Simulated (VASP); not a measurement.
Wanted: the native input for a VASP 6.6.1 run.

| Quantity | Value |
| --- | --- |
| Task | single point |
| Functional | PBE exchange alone |
| Potentials or basis | VASP PAW PBE potentials, release 64 (Al) |
| Cutoff | 520 eV |
| k mesh | 11 × 11 × 11 |
| Occupations | fermi-dirac, width 0.05 eV |
| Spin | no spin polarisation |
| Dipole correction | no |
| Further INCAR settings | ALGO = Normal; EDIFF = 1e-06; NBANDS = 8 |

The structure of Al lies in POSCAR:

```
Al
1.0
    0.0000000000      1.9834708509      1.9834708509
    1.9834708509      0.0000000000      1.9834708509
    1.9834708509      1.9834708509      0.0000000000
Al
1
Direct
    0.0000000000      0.0000000000      0.0000000000
```

These files were run (other wordings do the same):

INCAR

```
PREC     = Accurate       # precision mode
ENCUT    = 520            # plane-wave cutoff, eV
EDIFF    = 1E-6           # SCF threshold, eV
ISMEAR   = -1             # smearing method
SIGMA    = 0.05           # smearing width, eV
LREAL    = F              # projectors in reciprocal space
LASPH    = T              # aspherical terms in the spheres
NELM     = 100            # most SCF steps
ALGO     = Normal         # electronic algorithm
ISIF     = 2              # what is computed and relaxed
LWAVE    = F              # write WAVECAR
LCHARG   = F              # write CHGCAR
GGA      = PE             # functional
ALDAC    = 0.0          
AGGAC    = 0.0          
NBANDS   = 8              # bands
```

KPOINTS

```
regular mesh
0
Gamma
  11 11 11
```

Potentials or basis: VASP PAW PBE potentials, release 64 (Al).

The run is started by

```sh
$ cat potpaw_PBE.64/Al/POTCAR > POTCAR
$ mpirun -np 1 vasp_std > vasp.out
```

It gave:

- Pressure: 15.2 GPa

It took 3.2 s on 1 thread of Intel Xeon 6975P-C (shared host), peak memory 0.13 GiB.
